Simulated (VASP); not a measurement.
Set up this calculation in VASP 6.6.1, as the native input.

```yaml
Task: single point
Functional: PBE
Potentials_or_basis: VASP PAW PBE potentials, release 64 (Al, Co_sv)
Cutoff: 690 eV
k_mesh: 18 × 18 × 6
Occupations: gaussian, width 0.1 eV
Spin: collinear spin, ferromagnetic start
Starting_moments: "[0.0, 0.0, 1.7] μB"
Dipole_correction: no
Further_INCAR_settings: ALGO = Normal; EDIFF = 1e-06; NBANDS = 22
```

The structure of Al2Co lies in POSCAR:

```
Al2Co
1.0
    2.6316326892      0.0000000000      0.0000000000
   -1.3158163446      2.2790607623      0.0000000000
    0.0000000000      0.0000000000      7.9222574541
Al Co
2 1
Direct
    0.0000000000      0.0000000000      0.1855422264
    0.0000000000      0.0000000000      0.8144577736
    0.0000000000      0.0000000000      0.5000000000
```

The cell was generated, and may not be a known phase.

These files were run (other wordings do the same):

INCAR

```
PREC     = Accurate       # precision mode
ENCUT    = 690            # plane-wave cutoff, eV
EDIFF    = 1E-6           # SCF threshold, eV
ISMEAR   = 0              # smearing method
SIGMA    = 0.1            # smearing width, eV
LREAL    = False          # projectors in reciprocal space
LASPH    = True           # aspherical terms in the spheres
NELM     = 200            # most SCF steps
ALGO     = Normal         # electronic algorithm
ISIF     = 2              # what is computed and relaxed
LWAVE    = False          # write WAVECAR
LCHARG   = False          # write CHGCAR
ISPIN    = 2              # spin polarisation
MAGMOM   = 0 0 1.7        # initial moments
LORBIT   = 11             # projections on sites
LMAXMIX  = 4              # l up to which the mixer works
GGA      = PE             # functional
NBANDS   = 22             # bands
GGA_COMPAT= False
```

KPOINTS

```
regular mesh
0
Gamma
  18 18 6
```

Potentials or basis: VASP PAW PBE potentials, release 64 (Al, Co_sv).

Command:

```sh
$ cat potpaw_PBE.64/Al/POTCAR potpaw_PBE.64/Co_sv/POTCAR > POTCAR
$ mpirun -np 1 vasp_std > vasp.out
```

Results of the run:

```
Pressure                                              : -0.2 GPa
Net moment                                            : 1.49 μB per cell
Site moments                                          : Al -0.00; Co +1.56 μB
Valence electrons inside the program's atomic spheres : Al 0.82; Co 15.01
```

Wall time 5 min on 1 thread of AMD EPYC 9R45 96-Core Processor (Zen 5), on a shared host, peak memory 0.44 GiB.
